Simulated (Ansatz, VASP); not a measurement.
# TiN: VASP beside Ansatz

Contents of INCAR:

```
SYSTEM = TiN
ALGO = Normal ; EDIFF = 1E-8
ENCUT = 520 ; GGA = PE
ISIF = 2 ; ISMEAR = -1
LASPH = .TRUE. ; LCHARG = .FALSE.
LEFG = .TRUE. ; LREAL = .FALSE.
LWAVE = .FALSE. ; NBANDS = 16
NELM = 80 ; PREC = Accurate
SIGMA = 0.05
```

The input KPOINTS:

```
k-points
0
G
  13 13 13
  0 0 0
```

Contents of POSCAR:

```
TiN
1.0
    0.0000000000      2.1077579601      2.1077579601
    2.1077579601      0.0000000000      2.1077579601
    2.1077579601      2.1077579601      0.0000000000
Ti N
1 1
Direct
    0.0000000000      0.0000000000      0.0000000000
    0.5000000000      0.5000000000      0.5000000000
```

Input for Ansatz:

```yaml
crystal:
  lattice:
    - [0.0, 2.1077579601, 2.1077579601]
    - [2.1077579601, 0.0, 2.1077579601]
    - [2.1077579601, 2.1077579601, 0.0]
  atoms:
    - { symbol: Ti, position: [0.0, 0.0, 0.0] }
    - { symbol: "N", position: [0.5, 0.5, 0.5] }
kpoints:
  mp_grid: { grid: [13, 13, 13] }
scf:
  occupations: { method: fermi_dirac, width: 0.05 }
hamiltonian:
  xc: pbe
  pseudopotentials: { kind: paw }
output:
  forces: true
  stress: true
  eigenvalues: true
  efg: { contact_densities: true }
  write_density: true
  write_potential: true
  elf: true
  volumetric_format: npy
```

Change from the starting cell: volume scaled by 0.98, PAW files.

Alike in both runs: task electric field gradients; functional PBE; k mesh 13 × 13 × 13; occupations fermi-dirac, width 0.05 eV; no spin polarisation.

|  | VASP | Ansatz |
| --- | --- | --- |
| version | VASP 6.6.1 | Ansatz 0.2.0 |
| potentials or method | VASP PAW PBE potentials, release 64 (Ti_sv, N) | PAW with Ansatz's default frozen-core files, scalar-relativistic |
| plane-wave cutoff (eV) | 520 | 420 |
| valence electrons in the cell | 17 | 17 |

Ansatz gave:

```
pressure (GPa) : 6.4
```

Question: Estimate VASP's values.

Answer: Pressure (GPa): 6.9.

With one functional, cell and mesh, what is left measures potentials, basis and numerics.
